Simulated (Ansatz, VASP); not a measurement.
**BP in VASP and in Ansatz**

INCAR

```
  PREC = Accurate
  ENCUT = 520
  EDIFF = 1E-8
  ISMEAR = -1
  SIGMA = 0.05
  LREAL = F
  LASPH = T
  NELM = 80
  ALGO = Normal
  ISIF = 2
  LWAVE = F
  LCHARG = F
  GGA = PS
  LEFG = T
  NBANDS = 11
```

Contents of KPOINTS:

```
Automatic mesh
0
Gamma
  15 15 15
```

The input POSCAR:

```
BP
1.0
    0.0000000000      2.2690000000      2.2690000000
    2.2690000000      0.0000000000      2.2690000000
    2.2690000000      2.2690000000      0.0000000000
B P
1 1
Direct
    0.0000000000      0.0000000000      0.0000000000
    0.7500000000      0.7500000000      0.7500000000
```

Input for Ansatz:

```yaml
crystal:
  lattice:
    - [0.0, 2.269, 2.269]
    - [2.269, 0.0, 2.269]
    - [2.269, 2.269, 0.0]
  atoms:
    - { symbol: B, position: [0.0, 0.0, 0.0] }
    - { symbol: P, position: [0.75, 0.75, 0.75] }
kpoints:
  mp_grid: { grid: [15, 15, 15] }
  band_path:
    path:
      - [0.0, 0.0, 0.0]
      - [-0.5, -0.5, 0.0]
      - [-0.375, -0.375, 0.25]
      - [-0.375, 0.0, 0.375]
      - [0.0, 0.0, 0.0]
      - [0.0, 0.0, 0.5]
      - [-0.5, -0.25, 0.25]
      - [-0.5, -0.5, 0.0]
    npoints: 5
scf:
  occupations: { method: fermi_dirac, width: 0.05 }
hamiltonian:
  xc: pbesol
  pseudopotentials: { kind: paw }
output:
  forces: true
  stress: true
  eigenvalues: true
  efg: { contact_densities: true }
```

Alike in both runs: task electric field gradients; functional PBEsol; k mesh 15 × 15 × 15; occupations fermi-dirac, width 0.05 eV; no spin polarisation.

|  | VASP | Ansatz |
| --- | --- | --- |
| version | VASP 6.6.1 | Ansatz 0.2.0 |
| potentials or method | VASP PAW PBE potentials, release 64 (B, P) | PAW with Ansatz's default frozen-core files, scalar-relativistic |
| plane-wave cutoff (eV) | 520 | 420 |
| valence electrons in the cell | 8 | 8 |

|  | VASP | Ansatz | Ansatz less VASP |
| --- | --- | --- | --- |
| pressure (GPa) | -1.9 | -2.0 | -0.10 |

VASP's potentials were made for PBE, not for PBEsol.
